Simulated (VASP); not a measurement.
Wanted: the native input for a VASP 6.6.1 run.

```yaml
Task: single point
Functional: PBE
Potentials_or_basis: VASP PAW PBE potentials, release 64 (Ru_pv)
Cutoff: 520 eV
k_mesh: 14 × 14 × 8
Occupations: fermi-dirac, width 0.05 eV
Spin: no spin polarisation
Dipole_correction: no
Further_INCAR_settings: ALGO = Normal; EDIFF = 1e-06; NBANDS = 21
```

The structure of Ru lies in POSCAR:

```
Ru
1.0
    2.7078263433      0.0000000000      0.0000000000
   -1.3539131716      2.3450464023      0.0000000000
    0.0000000000      0.0000000000      4.2681017800
Ru
2
Direct
    0.3333333333      0.6666666667      0.2500000000
    0.6666666667      0.3333333333      0.7500000000
```

The input as run:

INCAR

```
PREC = Accurate
ENCUT = 520
EDIFF = 1E-6
ISMEAR = -1
SIGMA = 0.05
LREAL = False
LASPH = True
NELM = 100
ALGO = Normal
ISIF = 2
LWAVE = False
LCHARG = False
GGA = PE
NBANDS = 21
```

KPOINTS

```
regular mesh
0
Gamma
  14 14 8
```

Potentials or basis: VASP PAW PBE potentials, release 64 (Ru_pv).

Command:

```bash
$ cat potpaw_PBE.64/Ru_pv/POTCAR > POTCAR
$ mpirun -np 1 vasp_std > vasp.out
```

Results of the run:

```
Pressure               : 5.1 GPa
Band gap on the k mesh : zero (bands 14 and 15 overlap by 3.15 eV)
```

Caveat: the cell stands under pressure.

It took 35 s on 1 thread of AMD EPYC 7R43 64-Core Processor (Zen 3) (shared host), peak memory 0.14 GiB.
